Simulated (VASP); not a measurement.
# Ti in VASP: single point with PBE+D3(BJ)

Aim: the single point of Ti with PBE+D3(BJ).

All numbers are computed with VASP 6.6.1; they aren't measurements. Logs are shortened: lines on timing, memory, paths and dates and some standing lists are left out, and cuts for length are marked.

## 1. The cell of the first run

The cell holds a slab with vacuum, 12 atoms: a = 5.710 Å, b = 5.710 Å, c = 22.662 Å, α = 90.00°, β = 90.00°, γ = 120.00°.

## 2. Single point, PBE+D3(BJ)

Input file INCAR:

```
ALGO = Normal
DIPOL = 0.5 0.5 0.453
EDIFF = 1E-6
ENCUT = 520
GGA = PE
IDIPOL = 3
ISIF = 2
ISMEAR = 0
IVDW = 12
LASPH = T
LCHARG = F
LDIPOL = T
LREAL = F
LWAVE = F
NBANDS = 84
NELM = 60
PREC = Accurate
SIGMA = 0.1
```

Input file KPOINTS:

```
k-points
0
Gamma
  4 4 1
```

Input file POSCAR:

```
Ti
1.0
    5.7102790045      0.0000000000      0.0000000000
   -2.8551395022      4.9452466806      0.0000000000
    0.0000000000      0.0000000000     22.6624232833
Ti
12
Direct
    0.3333333333      0.1666666667      0.3530072623
    0.3333333333      0.6666666667      0.3530072623
    0.8333333333      0.1666666667      0.3530072623
    0.8333333333      0.6666666667      0.3530072623
    0.6692270538      0.3346403933      0.4522052099
    0.6663417359      0.8330332414      0.4473262419
    0.1652466597      0.3345346870      0.4523035846
    0.1656365289      0.8317005153      0.4523974771
   -0.0005349469      0.4993043090      0.5696606270
   -0.0106364676     -0.0035320262      0.5489514165
    0.5049375925      0.5093108187      0.5489642472
    0.5066640111     -0.0029024388      0.5487295089
```

Potentials or basis: VASP PAW PBE potentials, release 64 (Ti_sv).

Run with:

```console
> cat potpaw_PBE.64/Ti_sv/POTCAR > POTCAR
> mpirun -np 1 vasp_std > vasp.out
```

OUTCAR:

```text
EDIFF = 1E-6
   ENCUT = 520
   GGA = PE
   ISIF = 2
   ISMEAR = 0
   IVDW = 12
   LASPH = T
   LREAL = F
   NELM = 60
   PREC = Accurate
 IVDW          = 12

 ion  position               nearest neighbor table
   1  0.333  0.167  0.353-   5 2.80   8 2.80   7 2.80   2 2.86   2 2.86   3 2.86   3 2.86   4 2.86
                             4 2.86
   2  0.333  0.667  0.353-   6 2.70   7 2.79   8 2.79   1 2.86   1 2.86   4 2.86   4 2.86   3 2.86
                             3 2.86
   3  0.833  0.167  0.353-   6 2.70   5 2.78   7 2.79   4 2.86   4 2.86   1 2.86   1 2.86   2 2.86
                             2 2.86
   4  0.833  0.667  0.353-   6 2.70   5 2.78   8 2.79   3 2.86   3 2.86   2 2.86   2 2.86   1 2.86
                             1 2.86
   5  0.669  0.335  0.452-  12 2.75  11 2.76   4 2.78   3 2.78   1 2.80   7 2.83   8 2.84   6 2.86
                             6 2.86   8 2.87   7 2.88
   6  0.666  0.833  0.447-   2 2.70   4 2.70   3 2.70  12 2.80  10 2.80  11 2.81   7 2.86   5 2.86
                             8 2.86   8 2.86   5 2.86   7 2.86
   7  0.165  0.335  0.452-  10 2.76  11 2.76   3 2.79   2 2.79   1 2.80   5 2.83   8 2.84   6 2.86
                             6 2.86   8 2.87   5 2.88
   8  0.166  0.832  0.452-  12 2.76  10 2.76   4 2.79   2 2.79   1 2.80   5 2.84   7 2.84   6 2.86
                             6 2.86   7 2.87   5 2.87
   9  0.999  0.499  0.570-  12 2.88  10 2.88  11 2.89  11 2.90  10 2.91  12 2.91
  10  0.989  0.996  0.549-   7 2.76  12 2.76   8 2.76  11 2.77   6 2.80   9 2.88   9 2.91
  11  0.505  0.509  0.549-   5 2.76   7 2.76  10 2.77  12 2.78   6 2.81   9 2.89   9 2.90
  12  0.507  0.997  0.549-   5 2.75  10 2.76   8 2.76  11 2.78   6 2.80   9 2.88   9 2.91

  LATTYP: Found a hexagonal cell.
 ALAT       =     5.7102790045
 C/A-ratio  =     3.9687068295

  Lattice vectors:

 A1 = (   5.7102790045,   0.0000000000,   0.0000000000)
 A2 = (  -2.8551395022,   4.9452466806,   0.0000000000)
 A3 = (   0.0000000000,   0.0000000000,  22.6624232833)

Analysis of symmetry for initial positions (statically):
=====================================================================
 Subroutine PRICEL returns:
 Original cell was already a primitive cell.

 Routine SETGRP: Setting up the symmetry group for a
 hexagonal supercell.

 Subroutine GETGRP returns: Found  1 space group operations
 (whereof  1 operations were pure point group operations)
 out of a pool of 24 trial point group operations.

The static configuration has the point symmetry C_1 .

Analysis of symmetry for dynamics (positions and initial velocities):
=====================================================================
 Subroutine PRICEL returns:
 Original cell was already a primitive cell.

 Routine SETGRP: Setting up the symmetry group for a
 hexagonal supercell.

 Subroutine GETGRP returns: Found  1 space group operations
 (whereof  1 operations were pure point group operations)
 out of a pool of 24 trial point group operations.

The dynamic configuration has the point symmetry C_1 .

 Subroutine INISYM returns: Found  1 space group operations
 (whereof  1 operations are pure point group operations),
 and found     1 'primitive' translations

----------------------------------------------------------------------------------------

                                     Primitive cell

  volume of cell :     639.9582

  direct lattice vectors                    reciprocal lattice vectors
     5.710279005  0.000000000  0.000000000     0.175122792  0.101107191  0.000000000
    -2.855139502  4.945246681  0.000000000     0.000000000  0.202214382  0.000000000
     0.000000000  0.000000000 22.662423283     0.000000000  0.000000000  0.044125908

  length of vectors
     5.710279005  5.710279004 22.662423283     0.202214382  0.202214382  0.044125908

  position of ions in fractional coordinates (direct lattice)
     0.333333333  0.166666667  0.353007262
     0.333333333  0.666666667  0.353007262
     0.833333333  0.166666667  0.353007262
     0.833333333  0.666666667  0.353007262
     0.669227054  0.334640393  0.452205210
     0.666341736  0.833033241  0.447326242
     0.165246660  0.334534687  0.452303585
     0.165636529  0.831700515  0.452397477
     0.999465053  0.499304309  0.569660627
     0.989363532  0.996467974  0.548951417
     0.504937592  0.509310819  0.548964247
     0.506664011  0.997097561  0.548729509

[... 35 lines left out ...]

 Subroutine IBZKPT returns following result:
 ===========================================

 Found     10 irreducible k-points:

 Following reciprocal coordinates:
            Coordinates               Weight
  0.000000  0.000000  0.000000      1.000000
  0.250000  0.000000  0.000000      2.000000
  0.000000  0.250000  0.000000      2.000000
 -0.250000  0.250000  0.000000      2.000000
  0.500000  0.000000  0.000000      1.000000
  0.000000  0.500000  0.000000      1.000000
  0.500000  0.500000  0.000000      1.000000
  0.250000  0.250000  0.000000      2.000000
 -0.250000  0.500000  0.000000      2.000000
  0.500000  0.250000  0.000000      2.000000
   k-points           NKPTS =     10   k-points in BZ     NKDIM =     10   number of bands    NBANDS=     84
   number of dos      NEDOS =    301   number of ions     NIONS =     12
   total plane-waves  NPLWV = 317520
   dimension x,y,z NGX =    42 NGY =   42 NGZ =  180
   dimension x,y,z NGXF=    84 NGYF=   84 NGZF=  360
   ions per type =              12
   NGX,Y,Z   is equivalent  to a cutoff of  12.23, 12.23, 13.20 a.u.
   NGXF,Y,Z  is equivalent  to a cutoff of  24.46, 24.46, 26.41 a.u.
 SYSTEM =  unknown system
   PREC   = accura    normal or accurate (medium, high low for compatibility)
   ISTART =      0    job   : 0-new  1-cont  2-samecut
   ICHARG =      2    charge: 1-file 2-atom 10-const
   ISPIN  =      1    spin polarized calculation?
   LNONCOLLINEAR =      F non collinear calculations
   LSORBIT =      F    spin-orbit coupling
   LASPH  =      T    aspherical Exc in radial PAW
   ENCUT  =  520.0 eV  38.22 Ry    6.18 a.u.  10.62 10.62 42.14*2*pi/ulx,y,z
   NELM   =     60;   NELMIN=  2; NELMDL= -5     # of ELM steps
   EDIFF  = 0.1E-05   stopping-criterion for ELM
   LREAL  =      F    real-space projection
   EDIFFG = 0.1E-04   stopping-criterion for IOM
   NSW    =      0    number of steps for IOM
   IBRION =     -1    ionic relax: 0-MD 1-quasi-New 2-CG
   NFREE  =      0    steps in history (QN), initial steepest desc. (CG)
   ISIF   =      2    stress and relaxation
   ISYM   =      2    0-nonsym 1-usesym 2-fastsym
   POTIM  = 0.5000    time-step for ionic-motion
   TEBEG  =    0.0;   TEEND  =   0.0 temperature during run
   PSTRESS=    0.0 pullay stress
   NELECT =     144.0000    total number of electrons
   NUPDOWN=      -1.0000    fix difference up-down
   EMIN   =  10.00;   EMAX   =-10.00  energy-range for DOS
   EFERMI =   0.00;   METHOD = LEGACY
   ISMEAR =     0;   SIGMA  =   0.10  broadening in eV -4-tet -1-fermi 0-gaus
   EFERMI_NEDOS =   21; number of points for ismear=-14 and -15
   IALGO  =     38    algorithm
   IMIX   =      4    mixing-type and parameters
     AMIX     =   0.40;   BMIX     =  1.00
     AMIX_MAG =   1.60;   BMIX_MAG =  1.00
  volume/ion in A,a.u.               =      53.33       359.89
  Fermi-wavevector in a.u.,A,eV,Ry     =   0.995738  1.881672 13.490099  0.991494
  Thomas-Fermi vector in A             =   2.127779
   LORBIT       =      0    0 simple, 1 ext, 2 COOP (PROOUT), +10 PAW based schemes
   GGA     = PE    functional components
   LHFCALC =     F    Hartree Fock is set to
   AEXX    =    0.0000 exact exchange contribution
   IVDW    =    12    specifies the selected vdW correction
   LEPSILON=     F    determine dielectric tensor
   LRPA    =     F    only Hartree local field effects (RPA)
 non-spin polarized calculation
 Gauss-broadening in eV      SIGMA  =   0.10
  energy-cutoff  :      520.00
  volume of cell :      639.96
 maximum number of plane-waves:     17317
   NGX = 21   NGY = 21   NGZ = 85

 dipolmoment           0.000000      0.000000      0.003398 electrons x Angstroem

 number of electron     143.9999980 magnetization

 dipolmoment           0.000000      0.000000     -0.037906 electrons x Angstroem

 Free energy of the ion-electron system (eV)
  ---------------------------------------------------
  ext. energy  EPLUGINS =         0.00000000
  ---------------------------------------------------
  free energy    TOTEN  =       -86.53208146 eV

  energy without entropy =      -86.41863594  energy(sigma->0) =      -86.47535870

 E-fermi :  -0.1961     XC(G=0):  -4.5525

 val. band max:       -0.2059359754   @ k =   0.0000   0.5000   0.0000
 cond. band min:      -0.1897205172   @ k =   0.5000   0.2500   0.0000
 fundamental gap:      0.0162154582
 Fermi energy:        -0.1961280615

 k-point     1 :       0.0000    0.0000    0.0000
  band No.  band energies     occupation
      1     -57.2237      2.00000
      2     -56.9840      2.00000
      3     -56.9096      2.00000
      4     -56.8866      2.00000
      5     -56.8615      2.00000
      6     -56.8607      2.00000
[... 859 lines left out ...]
     83       0.7190      0.00000
     84       0.7329      0.00000

------------------------ aborting loop because EDIFF is reached ----------------------------------------

 vacuum level on the upper side and lower side of the slab       (xc-potential included)        -0.253        -0.015

 Edisp (eV)   -5.12037

 E8    (eV) :    -2.5433

  FORCE on cell =-STRESS in cart. coord.  units (eV):
  Direction    XX          YY          ZZ          XY          YZ          ZX
  --------------------------------------------------------------------------------------
  -------------------------------------------------------------------------------------
  Total      -3.50645    -3.47460    -0.94521     0.01056    -0.02611     0.00701
  in kB      -8.77864    -8.69888    -2.36641     0.02644    -0.06537     0.01756
  external pressure =       -6.61 kB  Pullay stress =        0.00 kB

 VOLUME and BASIS-vectors are now :
 -----------------------------------------------------------------------------
  energy-cutoff  :      520.00
  volume of cell :      639.96
      direct lattice vectors                 reciprocal lattice vectors
     5.710279005  0.000000000  0.000000000     0.175122792  0.101107191  0.000000000
    -2.855139502  4.945246681  0.000000000     0.000000000  0.202214382  0.000000000
     0.000000000  0.000000000 22.662423283     0.000000000  0.000000000  0.044125908

 POSITION                                       TOTAL-FORCE (eV/Angst)
 -----------------------------------------------------------------------------------
      1.42757      0.82421      8.00000        -0.001946      0.001395      0.430424
     -0.00000      3.29683      8.00000        -0.141468     -0.074586     -0.127332
      4.28271      0.82421      8.00000         0.002711      0.145990     -0.137591
      2.85514      3.29683      8.00000         0.138275     -0.070574     -0.133263
      2.86603      1.65488     10.24807         0.057211      0.043304      0.065749
      1.42657      4.11955     10.13750         0.002045     -0.000254      0.001363
     -0.01154      1.65436     10.25030        -0.055285      0.038361      0.071650
     -1.42879      4.11296     10.25242        -0.002987     -0.073857      0.075584
      4.28164      2.46918     12.90989        -0.003273     -0.003241     -0.483820
      2.80449      4.92778     12.44057         0.004300     -0.018631      0.076051
      1.42918      2.51867     12.44086        -0.006633      0.039422      0.067093
      0.04634      4.93089     12.43554         0.007049     -0.027327      0.094092
 -----------------------------------------------------------------------------------
    total drift:                               -0.000245     -0.000850      0.000161

  FREE ENERGIE OF THE ION-ELECTRON SYSTEM (eV)
  ---------------------------------------------------
  free  energy   TOTEN  =       -91.6524504027 eV

  energy  without entropy=      -91.5390048823  energy(sigma->0) =      -91.59572764

 vacuum level on the upper side and lower side of the slab         4.041         4.279
```

It took 28 min on 1 thread of Intel Xeon Platinum 8488C (Sapphire Rapids), shared host; peak memory 0.81 GiB.

What came out:

```
Free energy                : -91.6525 eV
Largest force              : 0.484 eV/Å
Band gap on the k mesh     : zero (band 72 reaches 0.24 eV, above the bottom of band 73 at -0.42 eV)
Dispersion energy per atom : -0.427 eV
```

Forces in eV/Å, atoms in the order of the input:
```
Ti  -0.002  0.001  0.430
Ti  -0.141 -0.075 -0.127
Ti   0.003  0.146 -0.138
Ti   0.138 -0.071 -0.133
Ti   0.057  0.043  0.066
Ti   0.002  0.000  0.001
Ti  -0.055  0.038  0.072
Ti  -0.003 -0.074  0.076
Ti  -0.003 -0.003 -0.484
Ti   0.004 -0.019  0.076
Ti  -0.007  0.039  0.067
Ti   0.007 -0.027  0.094
```
